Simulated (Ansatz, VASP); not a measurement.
**One calculation of BN, two programs**

```
B N
1.0
     0.00000    1.80482    1.80482
     1.80482    0.00000    1.80482
     1.80482    1.80482    0.00000
B N
1 1
Direct
  0.00000 0.00000 0.00000
  0.25000 0.25000 0.25000
```

Alike in both runs: task single point; functional r2SCAN; k mesh 12 × 12 × 12; no spin polarisation.

|  | VASP | Ansatz |
| --- | --- | --- |
| version | VASP 6.6.1 | Ansatz 0.2.0 |
| potentials or method | VASP PAW PBE potentials, release 64 (B_h, N_h) | plane waves, PAW |
| plane-wave cutoff (eV) | 910 | 500 |
| occupations | gaussian, width 0.01 eV | fixed |
| valence electrons in the cell | 8 | 8 |

|  | VASP | Ansatz | Ansatz less VASP |
| --- | --- | --- | --- |
| gap on the k mesh at the Fermi level (eV) | 5.00 | 5.00 | +0.006 |

VASP's potentials were made for PBE, not for r2SCAN.

Noted on VASP's run: the cutoff is short for stress, so the pressure is rough.
